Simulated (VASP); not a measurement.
# FeO (Wuestite) in VASP: settings compared, part 2 of 3

VASP 6.6.1. The steps go on from the part before.

## 4. Single point, PBE, collinear spin, ferromagnetic start

File INCAR:

```
SYSTEM = FeO
PREC = Accurate
ENCUT = 600
EDIFF = 1E-6
ISMEAR = 0
SIGMA = 0.020999999999999998
LREAL = .FALSE.
LASPH = .TRUE.
NELM = 200
ALGO = Normal
ISIF = 2
LWAVE = .FALSE.
LCHARG = .FALSE.
ISPIN = 2
MAGMOM = 3 0
LORBIT = 11
LMAXMIX = 4
GGA = PE
NBANDS = 22
GGA_COMPAT = .FALSE.
```

File KPOINTS:

```
regular mesh
0
G
  11 11 11
  0 0 0
```

File POSCAR:

```
FeO
1.0
    0.0000000000      2.1554000000      2.1554000000
    2.1554000000      0.0000000000      2.1554000000
    2.1554000000      2.1554000000      0.0000000000
Fe O
1 1
Direct
    0.0000000000      0.0000000000      0.0000000000
    0.5000000000      0.5000000000      0.5000000000
```

Potentials or basis: VASP PAW PBE potentials, release 64 (Fe_sv, O).

Started as:

```
$ cat potpaw_PBE.64/Fe_sv/POTCAR potpaw_PBE.64/O/POTCAR > POTCAR
$ mpirun -np 1 vasp_std > vasp.out
```

OUTCAR:

```text
SYSTEM = FeO
   PREC = Accurate
   ENCUT = 600
   EDIFF = 1E-6
   ISMEAR = 0
   LREAL = .FALSE.
   LASPH = .TRUE.
   NELM = 200
   ISIF = 2
   ISPIN = 2
   LORBIT = 11
   GGA = PE

 ion  position               nearest neighbor table
   1  0.000  0.000  0.000-   2 2.16   2 2.16   2 2.16   2 2.16   2 2.16   2 2.16
   2  0.500  0.500  0.500-   1 2.16   1 2.16   1 2.16   1 2.16   1 2.16   1 2.16

  LATTYP: Found a face centered cubic cell.
 ALAT       =     4.3108000000

  Lattice vectors:

 A1 = (   0.0000000000,   2.1554000000,   2.1554000000)
 A2 = (   2.1554000000,   0.0000000000,   2.1554000000)
 A3 = (   2.1554000000,   2.1554000000,   0.0000000000)

Analysis of symmetry for initial positions (statically):
=====================================================================
 Subroutine PRICEL returns:
 Original cell was already a primitive cell.

 Routine SETGRP: Setting up the symmetry group for a
 face centered cubic supercell.

 Subroutine GETGRP returns: Found 48 space group operations
 (whereof 48 operations were pure point group operations)
 out of a pool of 48 trial point group operations.

The static configuration has the point symmetry O_h .

Analysis of symmetry for dynamics (positions and initial velocities):
=====================================================================
 Subroutine PRICEL returns:
 Original cell was already a primitive cell.

 Routine SETGRP: Setting up the symmetry group for a
 face centered cubic supercell.

 Subroutine GETGRP returns: Found 48 space group operations
 (whereof 48 operations were pure point group operations)
 out of a pool of 48 trial point group operations.

The dynamic configuration has the point symmetry O_h .

Analysis of structural, dynamic, and magnetic symmetry:
=====================================================================
 Subroutine PRICEL returns:
 Original cell was already a primitive cell.

 Routine SETGRP: Setting up the symmetry group for a
 face centered cubic supercell.

 Subroutine GETGRP returns: Found 48 space group operations
 (whereof 48 operations were pure point group operations)
 out of a pool of 48 trial point group operations.

The overall configuration has the point symmetry O_h .

 Subroutine INISYM returns: Found 48 space group operations
 (whereof 48 operations are pure point group operations),
 and found     1 'primitive' translations

----------------------------------------------------------------------------------------

                                     Primitive cell

  volume of cell :      20.0269

  direct lattice vectors                    reciprocal lattice vectors
     0.000000000  2.155400000  2.155400000    -0.231975503  0.231975503  0.231975503
     2.155400000  0.000000000  2.155400000     0.231975503 -0.231975503  0.231975503
     2.155400000  2.155400000  0.000000000     0.231975503  0.231975503 -0.231975503

  length of vectors
     3.048195912  3.048195912  3.048195912     0.401793358  0.401793358  0.401793358

  position of ions in fractional coordinates (direct lattice)
     0.000000000  0.000000000  0.000000000
     0.500000000  0.500000000  0.500000000

  ion indices of the primitive-cell ions
   primitive index   ion index
                 1           1
                 2           2

----------------------------------------------------------------------------------------

 KPOINTS: regular mesh

Automatic generation of k-mesh.
 Grid dimensions read from file:
[... 57 lines left out ...]
   ISTART =      0    job   : 0-new  1-cont  2-samecut
   ICHARG =      2    charge: 1-file 2-atom 10-const
   ISPIN  =      2    spin polarized calculation?
   LNONCOLLINEAR =      F non collinear calculations
   LSORBIT =      F    spin-orbit coupling
   LASPH  =      T    aspherical Exc in radial PAW
   ENCUT  =  600.0 eV  44.10 Ry    6.64 a.u.   6.09  6.09  6.09*2*pi/ulx,y,z
   NELM   =    200;   NELMIN=  2; NELMDL= -5     # of ELM steps
   EDIFF  = 0.1E-05   stopping-criterion for ELM
   LREAL  =      F    real-space projection
   EDIFFG = 0.1E-04   stopping-criterion for IOM
   NSW    =      0    number of steps for IOM
   IBRION =     -1    ionic relax: 0-MD 1-quasi-New 2-CG
   NFREE  =      0    steps in history (QN), initial steepest desc. (CG)
   ISIF   =      2    stress and relaxation
   ISYM   =      2    0-nonsym 1-usesym 2-fastsym
   POTIM  = 0.5000    time-step for ionic-motion
   TEBEG  =    0.0;   TEEND  =   0.0 temperature during run
   PSTRESS=    0.0 pullay stress
   NELECT =      22.0000    total number of electrons
   NUPDOWN=      -1.0000    fix difference up-down
   EMIN   =  10.00;   EMAX   =-10.00  energy-range for DOS
   EFERMI =   0.00;   METHOD = LEGACY
   ISMEAR =     0;   SIGMA  =   0.02  broadening in eV -4-tet -1-fermi 0-gaus
   EFERMI_NEDOS =   21; number of points for ismear=-14 and -15
   IALGO  =     38    algorithm
   IMIX   =      4    mixing-type and parameters
     AMIX     =   0.40;   BMIX     =  1.00
     AMIX_MAG =   1.60;   BMIX_MAG =  1.00
  volume/ion in A,a.u.               =      10.01        67.57
  Fermi-wavevector in a.u.,A,eV,Ry     =   1.689187  3.192101 38.822242  2.853354
  Thomas-Fermi vector in A             =   2.771359
   LORBIT       =     11    0 simple, 1 ext, 2 COOP (PROOUT), +10 PAW based schemes
   GGA     = PE    functional components
   LHFCALC =     F    Hartree Fock is set to
   AEXX    =    0.0000 exact exchange contribution
   IVDW    =     0    specifies the selected vdW correction
   LEPSILON=     F    determine dielectric tensor
   LRPA    =     F    only Hartree local field effects (RPA)
 spin polarized calculation
 Gauss-broadening in eV      SIGMA  =   0.02
  energy-cutoff  :      600.00
  volume of cell :       20.03
 maximum number of plane-waves:       678
   NGX = 13   NGY = 13   NGZ = 13

 number of electron      22.0000013 magnetization       4.0005313

 Free energy of the ion-electron system (eV)
  ---------------------------------------------------
  ext. energy  EPLUGINS =         0.00000000
  ---------------------------------------------------
  free energy    TOTEN  =       -15.03306847 eV

  energy without entropy =      -15.03257238  energy(sigma->0) =      -15.03282042

 E-fermi :   9.8193     XC(G=0): -12.5281

 val. band max:        9.8150988101   @ k =  -0.3636   0.2727   0.0909
 cond. band min:       9.8265173716   @ k =   0.0000   0.0000   0.0000
 fundamental gap:      0.0114185615
 Fermi energy:         9.8192977975

 spin component 1

 k-point     1 :       0.0000    0.0000    0.0000
  band No.  band energies     occupation
      1     -80.1053      1.00000
      2     -46.1273      1.00000
      3     -46.1273      1.00000
      4     -46.1273      1.00000
      5     -10.9722      1.00000
      6       5.9385      1.00000
[... 589 lines left out ...]
     21      36.0925      0.00000
     22      37.8317      0.00000

 [... further k-points ...]

 spin component 2

 k-point     1 :       0.0000    0.0000    0.0000
  band No.  band energies     occupation
      1     -75.9414      1.00000
      2     -42.0568      1.00000
      3     -42.0568      1.00000
      4     -42.0568      1.00000
      5     -10.4482      1.00000
      6       6.4872      1.00000
[... 589 lines left out ...]
     21      36.8653      0.00000
     22      38.6054      0.00000

 [... further k-points ...]
[... 5 lines left out ...]
  --------------------------------------------------------------------------------------
  -------------------------------------------------------------------------------------
  Total       -0.3290769     -0.3290769     -0.3290769      0.0000000     -0.0000000     -0.0000000
  in kB      -26.3265756    -26.3265756    -26.3265756      0.0000000     -0.0000000     -0.0000000
  external PRESSURE =     -26.3265756 kB  Pullay stress =       0.0000000 kB

 VOLUME and BASIS-vectors are now :
 -----------------------------------------------------------------------------
  energy-cutoff  :      600.00
  volume of cell :       20.03
      direct lattice vectors                 reciprocal lattice vectors
     0.000000000  2.155400000  2.155400000    -0.231975503  0.231975503  0.231975503
     2.155400000  0.000000000  2.155400000     0.231975503 -0.231975503  0.231975503
     2.155400000  2.155400000  0.000000000     0.231975503  0.231975503 -0.231975503

 POSITION                                       TOTAL-FORCE (eV/Angst)
 -----------------------------------------------------------------------------------
      0.00000      0.00000      0.00000        -0.000000     -0.000000     -0.000000
      2.15540      2.15540      2.15540         0.000000      0.000000      0.000000
 -----------------------------------------------------------------------------------
    total drift:                                0.000000     -0.000000     -0.000000

  FREE ENERGIE OF THE ION-ELECTRON SYSTEM (eV)
  ---------------------------------------------------
  free  energy   TOTEN  =       -15.0330684663 eV

  energy  without entropy=      -15.0325723819  energy(sigma->0) =      -15.03282042

 total charge

# of ion       s       p       d       tot
------------------------------------------
    1        2.103   5.997   5.513  13.612
    2        1.552   3.441   0.000   4.993
--------------------------------------------------
tot          3.655   9.437   5.513  18.605

 magnetization (x)

# of ion       s       p       d       tot
------------------------------------------
    1        0.015   0.010   3.451   3.477
    2        0.030   0.266   0.000   0.296
--------------------------------------------------
tot          0.045   0.276   3.451   3.773
```

OSZICAR:

```text
N       E                     dE             d eps       ncg     rms          rms(c)
DAV:   1     0.306914462500E+03    0.30691E+03   -0.12927E+04  5126   0.144E+03
DAV:   2    -0.176486131519E+00   -0.30709E+03   -0.28981E+03  5132   0.470E+02
DAV:   3    -0.173402788804E+02   -0.17164E+02   -0.16986E+02  5900   0.127E+02
DAV:   4    -0.176140066962E+02   -0.27373E+00   -0.27366E+00  5522   0.176E+01
DAV:   5    -0.176209772356E+02   -0.69705E-02   -0.69704E-02  5960   0.290E+00    0.168E+01
DAV:   6    -0.155620013474E+02    0.20590E+01   -0.15956E+01  7892   0.560E+01    0.253E+01
DAV:   7    -0.150593056071E+02    0.50270E+00   -0.24046E+00  6920   0.309E+01    0.110E+01
DAV:   8    -0.150479065295E+02    0.11399E-01   -0.12151E-01  5706   0.315E+00    0.588E+00
DAV:   9    -0.150329178254E+02    0.14989E-01   -0.32513E-02  7344   0.258E+00    0.919E-01
DAV:  10    -0.150327961129E+02    0.12171E-03   -0.67898E-03  6476   0.126E+00    0.149E-01
DAV:  11    -0.150330212130E+02   -0.22510E-03   -0.72158E-04  6356   0.226E-01    0.709E-02
DAV:  12    -0.150330557220E+02   -0.34509E-04   -0.52268E-05  6086   0.735E-02    0.368E-02
DAV:  13    -0.150330691077E+02   -0.13386E-04   -0.24602E-05  5618   0.457E-02    0.119E-02
DAV:  14    -0.150330684663E+02    0.64141E-06   -0.96140E-07  4796   0.105E-02
   1 F= -.15033068E+02 E0= -.15032820E+02  d E =-.496084E-03  mag=     4.0004
```

stdout:

```text
POSCAR found type information on POSCAR FeO
 POSCAR found :  2 types and       2 ions
 scaLAPACK will be used
 LDA part: xc-table for (Slater+PW92), standard interpolation
 POSCAR, INCAR and KPOINTS ok, starting setup
 FFT: planning ... GRIDC
 FFT: planning ... GRID_SOFT
 FFT: planning ... GRID
 WAVECAR not read
 entering main loop
```

Wall time 84 s (1 thread of AMD EPYC 7R43 (Zen 3), shared host); peak memory 0.14 GiB.

What came out:

```yaml
Free_energy: -15.0331 eV
Pressure: -2.6 GPa
Band_gap_on_the_k_mesh: zero (filled and empty bands overlap)
Net_moment: 4.00 μB per cell
Site_moments: Fe +3.48; O +0.30 μB
Valence_electrons_inside_the_program's_atomic_spheres: Fe 13.61; O 4.99
```

Caveat: a cell with one magnetic atom can't hold antiferromagnetic order, which such compounds often take; semilocal functionals often make such compounds metallic where correlation or magnetic order opens a gap, which also shifts bond lengths.

## 5. Single point, PBEsol, collinear spin, ferromagnetic start

This run uses another cell than the first one, of 10.21 Å³/atom, 1.020 times its volume.

File INCAR:

```
SYSTEM = FeO
PREC     = Accurate       ! precision mode
ENCUT    = 600            ! plane-wave cutoff, eV
EDIFF    = 1E-6           ! SCF threshold, eV
ISMEAR   = -1             ! smearing method
SIGMA    = 0.05           ! smearing width, eV
LREAL    = .False.        ! projectors in reciprocal space
LASPH    = .True.         ! aspherical terms in the spheres
NELM     = 200            ! most SCF steps
ALGO     = Normal         ! electronic algorithm
ISIF     = 2              ! what is computed and relaxed
LWAVE    = .False.        ! write WAVECAR
LCHARG   = .False.        ! write CHGCAR
ISPIN    = 2              ! spin polarisation
MAGMOM   = 3 0            ! initial moments
LORBIT   = 11             ! projections on sites
LMAXMIX  = 4              ! l up to which the mixer works
GGA      = PS             ! functional
NBANDS   = 22             ! bands
GGA_COMPAT= .False.
```

File KPOINTS:

```
regular mesh
0
Gamma
  9 9 9
  0 0 0
```

File POSCAR:

```
FeO
1.0
    0.0000000000      2.1769540000      2.1554000000
    2.1769540000      0.0000000000      2.1554000000
    2.1769540000      2.1769540000      0.0000000000
Fe O
1 1
Direct
    0.0000000000      0.0000000000      0.0000000000
    0.5000000000      0.5000000000      0.5000000000
```

Started as:

```
$ cat potpaw_PBE.64/Fe_sv/POTCAR potpaw_PBE.64/O/POTCAR > POTCAR
$ mpirun -np 1 vasp_std > vasp.out
```

Run time: 52 s. Hardware: 1 thread of Intel Xeon Platinum 8259CL at 2.50GHz (Skylake/Cascade Lake), shared host; peak memory 0.19 GiB.

The run converged. Its results:

| Property | Result |
| --- | --- |
| Free energy | -15.9223 eV |
| Pressure | -13.9 GPa |
| Band gap on the k mesh | zero (filled and empty bands overlap) |
| Net moment | 4.00 μB per cell |
| Site moments | Fe +3.47; O +0.29 μB |
| Valence electrons inside the program's atomic spheres | Fe 13.60; O 4.95 |

Stress tensor (GPa, compression positive):
```
-14.17   0.00   0.00
  0.00 -14.17   0.00
  0.00   0.00 -13.34
```

Levels at points of the mesh, in eV from the Fermi level:
Spin up:
| k point | band 11 | band 12 | band 13 | band 14 | band 15 | band 16 |
| --- | --- | --- | --- | --- | --- | --- |
| (0.00, 0.00, 0.00) | -3.81 | -3.66 | -3.63 | -0.16 | 14.98 | 16.64 |
Spin down:
```tsv
k point	band 7	band 8	band 9	band 10	band 11	band 12
(0.00, 0.00, 0.00)	-3.23	-3.23	-0.71	-0.71	-0.66	0.15
```

Caveat: the PAW data sets were made with another functional, which shifts forces and pressure a little; a cell with one magnetic atom can't hold antiferromagnetic order, which such compounds often take; semilocal functionals often make such compounds metallic where correlation or magnetic order opens a gap, which also shifts bond lengths. With open d or f shells a metallic result of PBEsol can be an artefact of self-interaction; +U or a hybrid may open a gap.

(Part 2 of 3 ends here.)
